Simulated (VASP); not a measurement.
# In in VASP: relaxation of the atoms with PBEsol

Aim: the relaxation of the atoms of In with PBEsol.

Program: VASP 6.6.1. These are calculated values, not measurements. Logs are shortened: lines on timing, memory, paths and dates and some standing lists are left out, and cuts for length are marked.

## (1) The cell of the first run

The cell holds a slab with vacuum, 5 atoms: a = 3.195 Å, b = 3.369 Å, c = 25.767 Å, α = 90.00°, β = 90.00°, γ = 118.31°.

## (2) Relaxation of the atoms, PBEsol

File INCAR:

```
SYSTEM = In
PREC = Accurate
ENCUT = 450
EDIFF = 1E-7
ISMEAR = 0
SIGMA = 0.1
LREAL = .FALSE.
LASPH = .TRUE.
NELM = 120
ALGO = Normal
ISIF = 2
LWAVE = .FALSE.
LCHARG = .FALSE.
LDIPOL = .TRUE.
IDIPOL = 3
DIPOL = 0.5 0.5 0.500
GGA = PS
IBRION = 2
NSW = 80
EDIFFG = -0.02
GGA_COMPAT = .FALSE.
NELMIN = 4
NELMDL = -8
KPAR = 4
```

File KPOINTS:

```
regular mesh
0
G
  12 12 1
  0 0 0
```

File POSCAR:

```
In
1.0
    3.1948852347      0.0000000000      0.0000000000
   -1.5974426173      2.9656688545      0.0000000000
    0.0000000000      0.0000000000     25.7671829784
In
5
Direct
    0.2901384059      0.5802768119      0.2910679063
    0.5802768119      0.1605536237      0.3955339531
    0.8704152178      0.7408304356      0.5000000000
    0.1605536237      0.3211072475      0.6044660469
    0.4506920297      0.9013840594      0.7089320937
```

Potentials or basis: VASP PAW PBE potentials, release 64 (In_d).

Run with:

```bash
$ cat potpaw_PBE.64/In_d/POTCAR > POTCAR
$ mpirun -np 4 vasp_std > vasp.out
```

OUTCAR:

```text
SYSTEM = In
   PREC = Accurate
   ENCUT = 450
   EDIFF = 1E-7
   ISMEAR = 0
   LREAL = .FALSE.
   LASPH = .TRUE.
   NELM = 120
   ISIF = 2
   GGA = PS
   IBRION = 2
   NSW = 80
   EDIFFG = -0.02
   NELMIN = 4
   NELMDL = -8

 ion  position               nearest neighbor table
   1  0.290  0.580  0.291-   2 3.19   2 3.37   2 3.37
   2  0.580  0.161  0.396-   1 3.19   3 3.19   1 3.37   1 3.37   3 3.37   3 3.37
   3  0.870  0.741  0.500-   4 3.19   2 3.19   2 3.37   4 3.37   2 3.37   4 3.37
   4  0.161  0.321  0.604-   5 3.19   3 3.19   5 3.37   5 3.37   3 3.37   3 3.37
   5  0.451  0.901  0.709-   4 3.19   4 3.37   4 3.37

  LATTYP: Found a base centered orthorhombic cell.
 ALAT       =     3.1948852347
 B/A-ratio  =     1.8565104138
 C/A-ratio  =     8.0651357046

  Lattice vectors:

 A1 = (   1.5974426173,  -2.9656688545,   0.0000000000)
 A2 = (   1.5974426174,   2.9656688545,   0.0000000000)
 A3 = (   0.0000000000,   0.0000000000,  25.7671829784)

Analysis of symmetry for initial positions (statically):
=====================================================================
 Subroutine PRICEL returns:
 Original cell was already a primitive cell.

 Routine SETGRP: Setting up the symmetry group for a
 base centered orthorhombic supercell.

 Subroutine GETGRP returns: Found  4 space group operations
 (whereof  2 operations were pure point group operations)
 out of a pool of  8 trial point group operations.

The static configuration has the point symmetry C_1h.
 The point group associated with its full space group is C_2h.

Analysis of symmetry for dynamics (positions and initial velocities):
=====================================================================
 Subroutine PRICEL returns:
 Original cell was already a primitive cell.

 Routine SETGRP: Setting up the symmetry group for a
 base centered orthorhombic supercell.

 Subroutine GETGRP returns: Found  4 space group operations
 (whereof  2 operations were pure point group operations)
 out of a pool of  8 trial point group operations.

The dynamic configuration has the point symmetry C_1h.
 The point group associated with its full space group is C_2h.

 Subroutine INISYM returns: Found  4 space group operations
 (whereof  2 operations are pure point group operations),
 and found     1 'primitive' translations

----------------------------------------------------------------------------------------

                                     Primitive cell

  volume of cell :     244.1433

  direct lattice vectors                    reciprocal lattice vectors
     3.194885235  0.000000000  0.000000000     0.313000288  0.168596032  0.000000000
    -1.597442617  2.965668855  0.000000000     0.000000000  0.337192063  0.000000000
     0.000000000  0.000000000 25.767182978     0.000000000  0.000000000  0.038809054

  length of vectors
     3.194885235  3.368533015 25.767182978     0.355519061  0.337192063  0.038809054

  position of ions in fractional coordinates (direct lattice)
     0.290138406  0.580276812  0.291067906
     0.580276812  0.160553624  0.395533953
     0.870415218  0.740830436  0.500000000
     0.160553624  0.321107248  0.604466047
     0.450692030  0.901384059  0.708932094

  ion indices of the primitive-cell ions
   primitive index   ion index
                 1           1
                 2           2
                 3           3
                 4           4
                 5           5

----------------------------------------------------------------------------------------

 KPOINTS: regular mesh

Automatic generation of k-mesh.
 Grid dimensions read from file:
 generate k-points for:   12   12    1

 Generating k-lattice:

  Cartesian coordinates                     Fractional coordinates (reciprocal lattice)
     0.026083357  0.014049669  0.000000000     0.083333333 -0.000000000  0.000000000
     0.000000000  0.028099339  0.000000000     0.000000000  0.083333333  0.000000000
     0.000000000  0.000000000  0.038809054     0.000000000  0.000000000  1.000000000

  Length of vectors
     0.029626588  0.028099339  0.038809054

  Shift w.r.t. Gamma in fractional coordinates (k-lattice)
     0.000000000  0.000000000  0.000000000

 Subroutine IBZKPT returns following result:
 ===========================================

 Found     43 irreducible k-points:

 Following reciprocal coordinates:
            Coordinates               Weight
  0.000000  0.000000  0.000000      1.000000
  0.083333  0.000000  0.000000      4.000000
  0.166667  0.000000  0.000000      4.000000
  0.250000 -0.000000  0.000000      4.000000
  0.333333  0.000000  0.000000      4.000000
  0.416667  0.000000  0.000000      4.000000
[... 16 lines left out ...]
  0.333333  0.166667  0.000000      4.000000
  0.416667  0.166667  0.000000      4.000000
 [... further k-points ...]
   k-points           NKPTS =     43   k-points in BZ     NKDIM =     43   number of bands    NBANDS=     39
   number of dos      NEDOS =    301   number of ions     NIONS =      5
   total plane-waves  NPLWV = 103680
   dimension x,y,z NGX =    24 NGY =   24 NGZ =  180
   dimension x,y,z NGXF=    48 NGYF=   48 NGZF=  360
   ions per type =               5
   NGX,Y,Z   is equivalent  to a cutoff of  12.49, 11.84, 11.61 a.u.
   NGXF,Y,Z  is equivalent  to a cutoff of  24.98, 23.69, 23.23 a.u.
 SYSTEM =  In
   PREC   = accura    normal or accurate (medium, high low for compatibility)
   ISTART =      0    job   : 0-new  1-cont  2-samecut
   ICHARG =      2    charge: 1-file 2-atom 10-const
   ISPIN  =      1    spin polarized calculation?
   LNONCOLLINEAR =      F non collinear calculations
   LSORBIT =      F    spin-orbit coupling
   LASPH  =      T    aspherical Exc in radial PAW
   ENCUT  =  450.0 eV  33.07 Ry    5.75 a.u.   5.53  5.83 44.57*2*pi/ulx,y,z
   NELM   =    120;   NELMIN=  4; NELMDL= -8     # of ELM steps
   EDIFF  = 0.1E-06   stopping-criterion for ELM
   LREAL  =      F    real-space projection
   EDIFFG = -.2E-01   stopping-criterion for IOM
   NSW    =     80    number of steps for IOM
   IBRION =      2    ionic relax: 0-MD 1-quasi-New 2-CG
   NFREE  =      1    steps in history (QN), initial steepest desc. (CG)
   ISIF   =      2    stress and relaxation
   ISYM   =      2    0-nonsym 1-usesym 2-fastsym
   POTIM  = 0.5000    time-step for ionic-motion
   TEBEG  =    0.0;   TEEND  =   0.0 temperature during run
   PSTRESS=    0.0 pullay stress
   NELECT =      65.0000    total number of electrons
   NUPDOWN=      -1.0000    fix difference up-down
   EMIN   =  10.00;   EMAX   =-10.00  energy-range for DOS
   EFERMI =   0.00;   METHOD = LEGACY
   ISMEAR =     0;   SIGMA  =   0.10  broadening in eV -4-tet -1-fermi 0-gaus
   EFERMI_NEDOS =   21; number of points for ismear=-14 and -15
   IALGO  =     38    algorithm
   IMIX   =      4    mixing-type and parameters
     AMIX     =   0.40;   BMIX     =  1.00
     AMIX_MAG =   1.60;   BMIX_MAG =  1.00
  volume/ion in A,a.u.               =      48.83       329.51
  Fermi-wavevector in a.u.,A,eV,Ry     =   1.053168  1.990199 15.091077  1.109163
  Thomas-Fermi vector in A             =   2.188279
   LORBIT       =      0    0 simple, 1 ext, 2 COOP (PROOUT), +10 PAW based schemes
   GGA     = PS    functional components
   LHFCALC =     F    Hartree Fock is set to
   AEXX    =    0.0000 exact exchange contribution
   IVDW    =     0    specifies the selected vdW correction
   LEPSILON=     F    determine dielectric tensor
   LRPA    =     F    only Hartree local field effects (RPA)
 conjugate gradient relaxation of ions
 non-spin polarized calculation
 Gauss-broadening in eV      SIGMA  =   0.10
  energy-cutoff  :      450.00
  volume of cell :      244.14
 maximum number of plane-waves:      5342
 NGX is ok and might be reduce to    24
   NGX = 11   NGY = 11   NGZ = 89

 number of electron      65.0000003 magnetization

 dipolmoment           0.000000      0.000000     -0.000005 electrons x Angstroem

 Free energy of the ion-electron system (eV)
  ---------------------------------------------------
  ext. energy  EPLUGINS =         0.00000000
  ---------------------------------------------------
  free energy    TOTEN  =       -14.41003804 eV

  energy without entropy =      -14.39664513  energy(sigma->0) =      -14.40334159

 E-fermi :   2.1202     XC(G=0):  -6.1008

 val. band max:        2.0892317330   @ k =  -0.4167   0.1667   0.0000
 cond. band min:       2.1698311993   @ k =   0.3333   0.3333   0.0000
 fundamental gap:      0.0805994663
 Fermi energy:         2.1202370019

 k-point     1 :       0.0000    0.0000    0.0000
  band No.  band energies     occupation
      1     -12.5318      2.00000
      2     -12.5105      2.00000
      3     -12.5095      2.00000
      4     -12.5003      2.00000
      5     -12.4858      2.00000
      6     -12.4839      2.00000
[... 31 lines left out ...]
     38       8.3781      0.00000
     39       9.6203      0.00000

 k-point     2 :       0.0833    0.0000    0.0000
  band No.  band energies     occupation
      1     -12.5173      2.00000
      2     -12.4975      2.00000
      3     -12.4921      2.00000
      4     -12.4836      2.00000
      5     -12.4640      2.00000
      6     -12.4622      2.00000
[... 31 lines left out ...]
     38       8.5023      0.00000
     39       9.0948      0.00000

 k-point     3 :       0.1667    0.0000    0.0000
  band No.  band energies     occupation
      1     -12.4937      2.00000
      2     -12.4884      2.00000
      3     -12.4781      2.00000
      4     -12.4530      2.00000
      5     -12.4381      2.00000
      6     -12.4127      2.00000
[... 31 lines left out ...]
     38       7.5139      0.00000
     39       8.1600      0.00000

 k-point     4 :       0.2500   -0.0000    0.0000
  band No.  band energies     occupation
      1     -12.5329      2.00000
      2     -12.5080      2.00000
      3     -12.4743      2.00000
      4     -12.4588      2.00000
      5     -12.4322      2.00000
      6     -12.4242      2.00000
[... 31 lines left out ...]
     38       6.9548      0.00000
     39       7.3621      0.00000
[... 754 lines left out ...]
     38       4.8170      0.00000
     39       5.4395      0.00000

 k-point    23 :       0.3333    0.1667    0.0000
  band No.  band energies     occupation
      1     -12.5597      2.00000
      2     -12.5111      2.00000
      3     -12.5003      2.00000
      4     -12.4924      2.00000
      5     -12.4690      2.00000
      6     -12.4426      2.00000
[... 31 lines left out ...]
     38       4.1880      0.00000
     39       4.6696      0.00000

 k-point    24 :       0.4167    0.1667    0.0000
  band No.  band energies     occupation
      1     -12.5725      2.00000
      2     -12.5140      2.00000
      3     -12.5114      2.00000
      4     -12.4919      2.00000
      5     -12.4817      2.00000
      6     -12.4654      2.00000
[... 31 lines left out ...]
     38       4.2140      0.00000
     39       4.9205      0.00000

 [... further k-points ...]

------------------------ aborting loop because EDIFF is reached ----------------------------------------

 vacuum level on the upper side and lower side of the slab       (xc-potential included)        -0.136        -0.136

  FORCE on cell =-STRESS in cart. coord.  units (eV):
  Direction    XX          YY          ZZ          XY          YZ          ZX
  --------------------------------------------------------------------------------------
  -------------------------------------------------------------------------------------
  Total       -0.8838746     -1.4532241      0.0081010     -0.0000000      0.1586519      0.0000000
  in kB       -5.8003790     -9.5367043      0.0531621     -0.0000000      1.0411447      0.0000000
  external PRESSURE =      -5.0946404 kB  Pullay stress =       0.0000000 kB

 VOLUME and BASIS-vectors are now :
 -----------------------------------------------------------------------------
  energy-cutoff  :      450.00
  volume of cell :      244.14
      direct lattice vectors                 reciprocal lattice vectors
     3.194885235  0.000000000  0.000000000     0.313000288  0.168596032  0.000000000
    -1.597442617  2.965668855  0.000000000     0.000000000  0.337192063  0.000000000
     0.000000000  0.000000000 25.767182978     0.000000000  0.000000000  0.038809054

 POSITION                                       TOTAL-FORCE (eV/Angst)
 -----------------------------------------------------------------------------------
     -0.00000      1.72091      7.50000        -0.000000     -0.013393     -0.008718
      1.59744      0.47615     10.19180        -0.000000     -0.002098      0.015921
      1.59744      2.19706     12.88359         0.000000     -0.000000      0.000000
     -0.00000      0.95230     15.57539         0.000000      0.002098     -0.015921
      0.00000      2.67321     18.26718         0.000000      0.013393      0.008718
 -----------------------------------------------------------------------------------
    total drift:                               -0.000000      0.000146     -0.000424

  FREE ENERGIE OF THE ION-ELECTRON SYSTEM (eV)
  ---------------------------------------------------
  free  energy   TOTEN  =       -14.4100380441 eV

  energy  without entropy=      -14.3966451262  energy(sigma->0) =      -14.40334159

 reached required accuracy - stopping structural energy minimisation

 vacuum level on the upper side and lower side of the slab         5.946         5.946
```

It took 2.7 min on 4 MPI ranks of Intel Xeon Platinum 8259CL at 2.50GHz (Skylake/Cascade Lake), shared host; peak memory 0.45 GiB.

What came out:

* Free energy: -14.4100 eV
* Largest force after relaxing: 0.016 eV/Å
* Band gap on the k mesh: zero (an odd number of electrons rules out a gap without spin polarisation)

Forces in eV/Å, atoms in the order of the input:
```
In   0.000 -0.013 -0.009
In   0.000 -0.002  0.016
In   0.000  0.000  0.000
In   0.000  0.002 -0.016
In   0.000  0.013  0.009
```

Final structure:
```xyz
5
Lattice="3.1949 0.0000 0.0000 -1.5974 2.9657 0.0000 0.0000 0.0000 25.7672" Properties=species:S:1:pos:R:3 pbc="T T T"
In    0.0000    1.7209    7.5000
In    1.5974    0.4761   10.1918
In    1.5974    2.1971   12.8836
In    0.0000    0.9523   15.5754
In    0.0000    2.6732   18.2672
```

Caveat: the relaxation stopped at its first step, so nothing moved; the PAW data sets were made with another functional, which shifts forces and pressure a little; spin-orbit coupling is left out, which moves the levels of the heavy elements.
